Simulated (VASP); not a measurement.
# C (P1) in VASP: single point with LDA

Aim: the single point of C with LDA.

Everything below comes from runs of VASP 6.6.1. Logs are shortened: lines on timing, memory, paths and dates and some standing lists are left out, and cuts for length are marked.

## Step 1: The cell of the first run

The typed cell holds 8 atoms: a = 4.233 Å, b = 4.664 Å, c = 4.664 Å, α = 63.26°, β = 63.01°, γ = 63.01°.

## Step 2: Single point, LDA (atoms moved at random)

File INCAR:

```
ALGO = Normal
EDIFF = 1E-7
ENCUT = 520
ISIF = 2
ISMEAR = 0
LASPH = True
LCHARG = False
LREAL = False
LWAVE = False
NBANDS = 26
NELM = 80
PREC = Accurate
SIGMA = 0.03
```

File KPOINTS:

```
k-points
0
Gamma
  10 10 10
```

File POSCAR:

```
C
1.0
    0.0000000000     -4.2333014983      0.0000000000
   -2.4455693354     -2.1166507492     -3.3597492418
    2.4455693354     -2.1166507492     -3.3597492418
C
8
Direct
    0.8413944565      0.5031075874      0.4963441352
    0.8316576364     -0.0005375409     -0.0028289209
    0.3421416166      0.7447521619      0.2521650195
    0.3386463079      0.2492597043      0.7460525611
    0.1685076431      0.4957280325      0.5032980093
    0.1536007007      0.0002944707      0.0017489160
    0.6613149955      0.7526039300      0.2499250807
    0.6627366433      0.2547916541      0.7532951991
```

Potentials or basis: VASP PAW LDA potentials, release 64 (C).

Run with:

```
$ cat potpaw_LDA.64/C/POTCAR > POTCAR
$ mpirun -np 1 vasp_std > vasp.out
```

OUTCAR:

```text
EDIFF = 1E-7
   ENCUT = 520
   ISIF = 2
   ISMEAR = 0
   LASPH = True
   LREAL = False
   NELM = 80
   PREC = Accurate

 ion  position               nearest neighbor table
   1  0.841  0.503  0.496-   5 1.38   7 1.43   8 1.44
   2  0.832  0.999  0.997-   6 1.37   8 1.40   7 1.41
   3  0.342  0.745  0.252-   7 1.36   5 1.42   6 1.47
   4  0.339  0.249  0.746-   5 1.39   8 1.40   6 1.45
   5  0.169  0.496  0.503-   1 1.38   4 1.39   3 1.42
   6  0.154  0.000  0.002-   2 1.37   4 1.45   3 1.47
   7  0.661  0.753  0.250-   3 1.36   2 1.41   1 1.43
   8  0.663  0.255  0.753-   4 1.40   2 1.40   1 1.44

  LATTYP: Found a body centered orthorhombic cell.
 ALAT       =     4.2333014983
 B/A-ratio  =     1.1553957763
 C/A-ratio  =     1.5872950430

  Lattice vectors:

 A1 = (   2.4455693354,   2.1166507492,   3.3597492418)
 A2 = (  -2.4455693354,  -2.1166507491,   3.3597492418)
 A3 = (   2.4455693354,  -2.1166507492,  -3.3597492418)

Analysis of symmetry for initial positions (statically):
=====================================================================
 Subroutine PRICEL returns:
 Original cell was already a primitive cell.

 Routine SETGRP: Setting up the symmetry group for a
 body centered orthorhombic supercell.

 Subroutine GETGRP returns: Found  1 space group operations
 (whereof  1 operations were pure point group operations)
 out of a pool of  8 trial point group operations.

The static configuration has the point symmetry C_1 .

Analysis of symmetry for dynamics (positions and initial velocities):
=====================================================================
 Subroutine PRICEL returns:
 Original cell was already a primitive cell.

 Routine SETGRP: Setting up the symmetry group for a
 body centered orthorhombic supercell.

 Subroutine GETGRP returns: Found  1 space group operations
 (whereof  1 operations were pure point group operations)
 out of a pool of  8 trial point group operations.

The dynamic configuration has the point symmetry C_1 .

 Subroutine INISYM returns: Found  1 space group operations
 (whereof  1 operations are pure point group operations),
 and found     1 'primitive' translations

----------------------------------------------------------------------------------------

                                     Primitive cell
[... 106 lines left out ...]
   NSW    =      0    number of steps for IOM
   IBRION =     -1    ionic relax: 0-MD 1-quasi-New 2-CG
   NFREE  =      0    steps in history (QN), initial steepest desc. (CG)
   ISIF   =      2    stress and relaxation
   ISYM   =      2    0-nonsym 1-usesym 2-fastsym
   POTIM  = 0.5000    time-step for ionic-motion
   TEBEG  =    0.0;   TEEND  =   0.0 temperature during run
   PSTRESS=    0.0 pullay stress
   NELECT =      32.0000    total number of electrons
   NUPDOWN=      -1.0000    fix difference up-down
   EMIN   =  10.00;   EMAX   =-10.00  energy-range for DOS
   EFERMI =   0.00;   METHOD = LEGACY
   ISMEAR =     0;   SIGMA  =   0.03  broadening in eV -4-tet -1-fermi 0-gaus
   EFERMI_NEDOS =   21; number of points for ismear=-14 and -15
   IALGO  =     38    algorithm
   IMIX   =      4    mixing-type and parameters
     AMIX     =   0.40;   BMIX     =  1.00
     AMIX_MAG =   1.60;   BMIX_MAG =  1.00
  volume/ion in A,a.u.               =       8.70        58.68
  Fermi-wavevector in a.u.,A,eV,Ry     =   1.263745  2.388132 21.729206  1.597052
  Thomas-Fermi vector in A             =   2.397086
   LORBIT       =      0    0 simple, 1 ext, 2 COOP (PROOUT), +10 PAW based schemes
   GGA     = CA    functional components
   LHFCALC =     F    Hartree Fock is set to
   AEXX    =    0.0000 exact exchange contribution
   IVDW    =     0    specifies the selected vdW correction
   LEPSILON=     F    determine dielectric tensor
   LRPA    =     F    only Hartree local field effects (RPA)
 non-spin polarized calculation
 Gauss-broadening in eV      SIGMA  =   0.03
  energy-cutoff  :      520.00
  volume of cell :       69.57
 maximum number of plane-waves:      1891
   NGX = 15   NGY = 17   NGZ = 17

 number of electron      31.9999999 magnetization

 Free energy of the ion-electron system (eV)
  ---------------------------------------------------
  ext. energy  EPLUGINS =         0.00000000
  ---------------------------------------------------
  free energy    TOTEN  =       -80.63507723 eV

  energy without entropy =      -80.63497851  energy(sigma->0) =      -80.63502787

 E-fermi :   4.7545     XC(G=0): -10.7930

 val. band max:        4.6774616305   @ k =   0.0000   0.4000   0.0000
 cond. band min:       4.7592666918   @ k =   0.0000   0.5000   0.2000
 fundamental gap:      0.0818050613
 Fermi energy:         4.7545080015

 k-point     1 :       0.0000    0.0000    0.0000
  band No.  band energies     occupation
      1     -14.9431      2.00000
      2     -10.3813      2.00000
      3     -10.3438      2.00000
      4      -9.1044      2.00000
      5      -8.7497      2.00000
      6      -5.5711      2.00000
[... 685 lines left out ...]
     25      13.8300      0.00000
     26      15.2174      0.00000

 [... further k-points ...]

------------------------ aborting loop because EDIFF is reached ----------------------------------------

  FORCE on cell =-STRESS in cart. coord.  units (eV):
  Direction    XX          YY          ZZ          XY          YZ          ZX
  --------------------------------------------------------------------------------------
  -------------------------------------------------------------------------------------
  Total       -0.5354519      2.7964927     -0.0712063     -0.3649768      0.1061170      0.0296269
  in kB      -12.3320431     64.4062834     -1.6399598     -8.4058142      2.4439914      0.6823392
  external PRESSURE =      16.8114268 kB  Pullay stress =       0.0000000 kB

 VOLUME and BASIS-vectors are now :
 -----------------------------------------------------------------------------
  energy-cutoff  :      520.00
  volume of cell :       69.57
      direct lattice vectors                 reciprocal lattice vectors
     0.000000000 -4.233301498  0.000000000     0.000000000 -0.236222249  0.148820630
    -2.445569335 -2.116650749 -3.359749242    -0.204451370  0.000000000 -0.148820630
     2.445569335 -2.116650749 -3.359749242     0.204451370  0.000000000 -0.148820630

 POSITION                                       TOTAL-FORCE (eV/Angst)
 -----------------------------------------------------------------------------------
     -0.01654     -5.67737     -3.35791         0.817333      2.118191     -0.239273
     -0.00560     -7.74683     -6.70819         0.070709      0.624010     -0.407345
     -1.20466     -3.55851     -3.34939        -0.968063      3.206224     -0.244010
      1.21494     -3.54032     -3.34400         1.487964      1.347178     -0.453304
      0.01851     -2.82793     -3.35648        -1.198937     -1.062408      0.137962
      0.00356     -0.65456     -0.00687         0.178760     -3.632878      0.345079
     -1.22934     -4.92155     -3.36825         0.430283     -2.040421      0.280694
      1.21912     -4.93933     -3.38692        -0.818049     -0.559896      0.580197
 -----------------------------------------------------------------------------------
    total drift:                                0.000015     -0.000072     -0.000086

  FREE ENERGIE OF THE ION-ELECTRON SYSTEM (eV)
  ---------------------------------------------------
  free  energy   TOTEN  =       -80.6350772313 eV

  energy  without entropy=      -80.6349785101  energy(sigma->0) =      -80.63502787
```

stdout:

```text
POSCAR found type information on POSCAR C
 POSCAR found :  1 types and       8 ions
 scaLAPACK will be used
 LDA part: xc-table for (Slater(with rela. corr.)+CA(PZ))
 , standard interpolation
 POSCAR, INCAR and KPOINTS ok, starting setup
 FFT: planning ... GRIDC
 FFT: planning ... GRID_SOFT
 FFT: planning ... GRID
 WAVECAR not read
 entering main loop
```

Wall time 5.8 min (1 thread of Intel Xeon 6975P-C (Granite Rapids), shared host); peak memory 0.6 GiB.

Results:

- Free energy: -80.6351 eV
- Pressure: 1.7 GPa
- Largest force: 3.654 eV/Å
- Band gap on the k mesh: zero (bands 16 and 17 overlap by 0.25 eV)

Forces on the atoms (eV/Å):
```
C    0.817  2.118 -0.239
C    0.071  0.624 -0.407
C   -0.968  3.206 -0.244
C    1.488  1.347 -0.453
C   -1.199 -1.062  0.138
C    0.179 -3.633  0.345
C    0.430 -2.040  0.281
C   -0.818 -0.560  0.580
```

Stress tensor (GPa, compression positive):
```
-1.23 -0.84  0.07
-0.84  6.44  0.24
 0.07  0.24 -0.16
```

Levels at points of the mesh, in eV from the Fermi level:
```tsv
k point	band 14	band 15	band 16	band 17	band 18	band 19
(0.00, 0.00, 0.00)	-3.52	-2.90	-2.54	0.46	3.57	3.66
(0.50, 0.00, 0.00)	-4.65	-2.64	-2.56	1.69	1.81	7.08
(0.50, 0.50, 0.50)	-4.65	-2.60	-2.53	1.59	1.72	7.00
(0.00, 0.50, 0.00)	-5.43	-0.98	-0.80	0.49	0.69	7.41
(0.00, 0.00, 0.50)	-5.43	-0.98	-0.80	0.49	0.70	7.42
(0.50, 0.50, 0.00)	-5.51	-4.00	-3.84	4.92	5.08	5.22
(0.50, 0.00, 0.50)	-5.60	-4.07	-3.72	4.74	5.14	5.41
(0.00, 0.50, 0.50)	-2.26	-2.23	-1.41	2.00	2.41	2.46
```

Caveat: the cell differs from its parent crystal (atoms moved at random); forces of over 1 eV/Å act on the atoms, so gaps and moduli don't describe the material at rest.
